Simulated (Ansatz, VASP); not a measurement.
## Nb in VASP and in Ansatz

The input INCAR:

```
PREC = Accurate
ENCUT = 520
EDIFF = 1E-7
ISMEAR = 0
SIGMA = 0.15
LREAL = F
LASPH = T
NELM = 80
ALGO = Fast
ISIF = 2
LWAVE = F
LCHARG = F
GGA = PE
NBANDS = 12
```

KPOINTS

```
Automatic mesh
0
Gamma
  20 20 20
```

File POSCAR:

```
Nb
1.0
   -1.6639500000      1.6743496875      1.6743496875
    1.6639500000     -1.6535503125      1.6535503125
    1.6639500000      1.6535503125     -1.6535503125
Nb
1
Direct
    0.0000000000      0.0000000000      0.0000000000
```

Input for Ansatz:

```yaml
crystal:
  lattice:
    - [-1.66395, 1.6743496875, 1.6743496875]
    - [1.66395, -1.6535503125, 1.6535503125]
    - [1.66395, 1.6535503125, -1.6535503125]
  atoms:
    - { symbol: Nb, position: [0.0, 0.0, 0.0] }
basis:
  ecutwfc: 420
kpoints:
  mp_grid: { grid: [20, 20, 20] }
hamiltonian:
  xc: pbe
scf:
  occupations: { method: gaussian, width: 0.15 }
output:
  forces: true
  stress: true
  eigenvalues: true
  write_density: true
  write_potential: true
  elf: true
  volumetric_format: npy
```

Change from the starting cell: strain +0.0125 x Voigt [0, 0, 0, 1, 0, 0], atoms carried along.

Alike in both runs: task single point; functional PBE; k mesh 20 × 20 × 20; occupations gaussian, width 0.15 eV; no spin polarisation.

```csv
,VASP,Ansatz
version,VASP 6.6.1,Ansatz 0.2.0
potentials or method,"VASP PAW PBE potentials, release 64 (Nb_sv), cutoff 520 eV","scalar-relativistic, plane waves, PAW"
valence electrons in the cell,13,13
```

```tsv
	VASP	Ansatz	Ansatz less VASP
gap on the k mesh at the Fermi level (eV)	none	none	-
pressure (GPa)	-3.0	-2.7	+0.30
traceless stress, the component that is largest in VASP (GPa)	-0.19	-0.19	+0.005
```

A gap of «none» marks a metal or a gap that the smearing closes.
